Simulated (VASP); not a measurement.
Wanted: the native input for a VASP 6.6.1 run.

- Task: single point
- Functional: PBEsol
- Potentials or basis: VASP PAW PBE potentials, release 64 (Ni, Al)
- Cutoff: 520 eV
- k mesh: 10 × 10 × 1
- Occupations: gaussian, width 0.1 eV
- Spin: no spin polarisation
- Dipole correction: yes
- Further INCAR settings: ALGO = Normal; EDIFF = 1e-07; NBANDS = 28

The structure of AlNi lies in POSCAR:

```
AlNi
1.0
    2.8621655562      0.0000000000      0.0000000000
    0.0000000000      2.8621655562      0.0000000000
    0.0000000000      0.0000000000     24.1554138905
Ni Al
3 3
Direct
    0.5000000000      0.5000000000      0.3518879883
    0.5000000000      0.5000000000      0.4703775977
    0.5000000000      0.5000000000      0.5913243397
    0.0000000000      0.0000000000      0.4111327930
    0.0000000000      0.0000000000      0.5297547507
    0.0000000000      0.0000000000      0.6469358232
```

One way to write it, as run:

INCAR

```
SYSTEM = AlNi
PREC = Accurate
ENCUT = 520
EDIFF = 1E-7
ISMEAR = 0
SIGMA = 0.1
LREAL = .False.
LASPH = .True.
NELM = 80
ALGO = Normal
ISIF = 2
LWAVE = .False.
LCHARG = .True.
LDIPOL = .True.
IDIPOL = 3
DIPOL = 0.5 0.5 0.500
GGA = PS
LELF = .True.
LVHAR = .True.
LVACPOTAV = .True.
NBANDS = 28
```

KPOINTS

```
Automatic mesh
0
Gamma
  10 10 1
  0 0 0
```

Potentials or basis: VASP PAW PBE potentials, release 64 (Ni, Al).

Command:

```bash
$ cat potpaw_PBE.64/Ni/POTCAR potpaw_PBE.64/Al/POTCAR > POTCAR
$ mpirun -np 1 vasp_std > vasp.out
```

Results of the run:

```
Largest force : 0.976 eV/Å
```

Caveat: the PAW data sets were made with another functional, which shifts forces and pressure a little.

It used 910 s of CPU time on 1 thread of AMD EPYC 7R13 Processor (Zen 3) (shared host).
